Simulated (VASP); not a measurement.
Input of a VASP 6.6.1 run:

Contents of INCAR:

```
SYSTEM = GaAs
PREC = Accurate
ENCUT = 520
EDIFF = 1E-6
ISMEAR = 0
SIGMA = 0.02
LREAL = .False.
LASPH = .True.
NELM = 100
ALGO = Normal
ISIF = 2
LWAVE = .False.
LCHARG = .True.
LELF = .True.
LVHAR = .True.
NBANDS = 16
```

KPOINTS

```
Automatic mesh
0
Gamma
  10 10 10
  0 0 0
```

File POSCAR:

```
GaAs
1.0
    0.0000000000      2.8015691414      2.8015691414
    2.8015691414      0.0000000000      2.8015691414
    2.8015691414      2.8015691414      0.0000000000
Ga As
1 1
Direct
    0.0000000000      0.0000000000      0.0000000000
    0.7500000000      0.7500000000      0.7500000000
```

Potentials or basis: VASP PAW LDA potentials, release 64 (Ga_d, As).

Run with:

```bash
$ cat potpaw_LDA.64/Ga_d/POTCAR potpaw_LDA.64/As/POTCAR > POTCAR
$ mpirun -np 1 vasp_std > vasp.out
```

(1) What does it give for the band gap on the k mesh?

(2) Estimate the pressure.

Answers

(1) 0.54 eV, direct.

(2) 0.3 GPa.
